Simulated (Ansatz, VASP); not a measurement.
## Two plane-wave programs on Ir

```
Ir
1.0
     2.73697    0.00000    0.00000
    -1.36849    2.37029    0.00000
     1.36849    0.79010    2.23473
Ir
1
Direct
  0.00000 0.00000 0.00000
```

Alike in both runs: task single point; functional PBE; k mesh 15 × 15 × 15; occupations gaussian, width 0.1 eV; no spin polarisation.

|  | VASP | Ansatz |
| --- | --- | --- |
| version | VASP 6.6.1 | Ansatz 0.2.0 |
| potentials or method | VASP PAW PBE potentials, release 64 (Ir), cutoff 520 eV | scalar-relativistic, plane waves, PAW |
| valence electrons in the cell | 9 | 17 |

```tsv
	VASP	Ansatz	Ansatz less VASP
gap on the k mesh at the Fermi level (eV)	none	none	-
pressure (GPa)	0.3	-0.1	-0.40
```

A gap of «none» marks a metal or a gap that the smearing closes. VASP's potentials hold 9 valence electrons a cell and Ansatz's 17, so a difference there can come from the potentials and not from the codes.

Neither program's run includes spin-orbit coupling.
